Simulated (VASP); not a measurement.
Wanted: the native input for a VASP 6.6.1 run.

```
Task                   : relaxation of shape and atoms at fixed volume
Functional             : PBE
Dispersion             : D3(BJ)
Potentials or basis    : VASP PAW PBE potentials, release 64 (Sb)
Cutoff                 : 600 eV
k mesh                 : 12 × 12 × 12
Occupations            : gaussian, width 0.1 eV
Spin                   : no spin polarisation
Dipole correction      : no
Further INCAR settings : ALGO = Normal; EDIFF = 1e-06; IBRION = 2; EDIFFG = -0.01; NSW = 50; ISIF = 4
```

The structure of Sb lies in POSCAR:

```
Sb
1.0
    2.2147791585      1.2787033433      3.8556290552
   -2.2147791585      1.2787033433      3.8556290552
    0.0000000000     -2.5574066867      3.8556290552
Sb
2
Direct
    0.2332705280      0.2332705280      0.2332705280
    0.7667294720      0.7667294720      0.7667294720
```

This cell differs from its parent crystal: volume scaled by 1.10.

One way to write it, as run:

INCAR

```
SYSTEM = Sb
PREC = Accurate
ENCUT = 600
EDIFF = 1E-6
ISMEAR = 0
SIGMA = 0.1
LREAL = .False.
LASPH = .True.
NELM = 60
ALGO = Normal
ISIF = 4
LWAVE = .False.
LCHARG = .False.
GGA = PE
IVDW = 12
IBRION = 2
NSW = 50
EDIFFG = -0.01
```

KPOINTS

```
Automatic mesh
0
Gamma
  12 12 12
  0 0 0
```

Potentials or basis: VASP PAW PBE potentials, release 64 (Sb).

Run with:

```sh
$ cat potpaw_PBE.64/Sb/POTCAR > POTCAR
$ mpirun -np 1 vasp_std > vasp.out
```

It gave:

```
Energy gained by relaxing  : 2.0 meV/atom
Ionic steps                : 6
Pressure after relaxing    : -3.1 GPa
Band gap on the k mesh     : zero (band 5 reaches 6.24 eV, above the bottom of band 6 at 6.09 eV)
Dispersion energy per atom : -0.434 eV
```

Caveat: spin-orbit coupling is left out, which moves the levels of the heavy elements; pairwise dispersion overbinds metals, which lowers pressure and volume.

It took 3.9 min on 1 thread of Intel(R) Xeon(R) Platinum 8488C (Sapphire Rapids) (shared host), peak memory 0.33 GiB.
